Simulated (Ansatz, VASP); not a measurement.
# HfC in VASP and in Ansatz

```xyz
2
Lattice="0.0000 2.2775 2.2775 2.2775 0.0000 2.2775 2.2775 2.2775 0.0000" Properties=species:S:1:pos:R:3 pbc="T T T"
Hf    2.2775    2.2775    2.2775
C     0.0000    0.0000    0.0000
```

Change from the starting cell: volume scaled by 0.94, crystal datasets.

Alike in both runs: task electric field gradients; functional LDA; k mesh 12 × 12 × 12; occupations fermi-dirac, width 0.05 eV; no spin polarisation.

|  | VASP | Ansatz |
| --- | --- | --- |
| version | VASP 6.6.1 | Ansatz 0.2.0 |
| potentials or method | VASP PAW LDA potentials, release 64 (Hf_pv, C), cutoff 520 eV | all-electron PAW with datasets made for the crystal, scalar-relativistic |

|  | VASP | Ansatz | Ansatz less VASP |
| --- | --- | --- | --- |
| pressure (GPa) | 3.9 | 3.3 | -0.65 |

LDA's correlation is that of Perdew and Zunger in VASP and of Perdew and Wang (1992) in Ansatz. Ansatz ran all-electron here, and VASP with PAW potentials.

Neither program's run includes spin-orbit coupling.
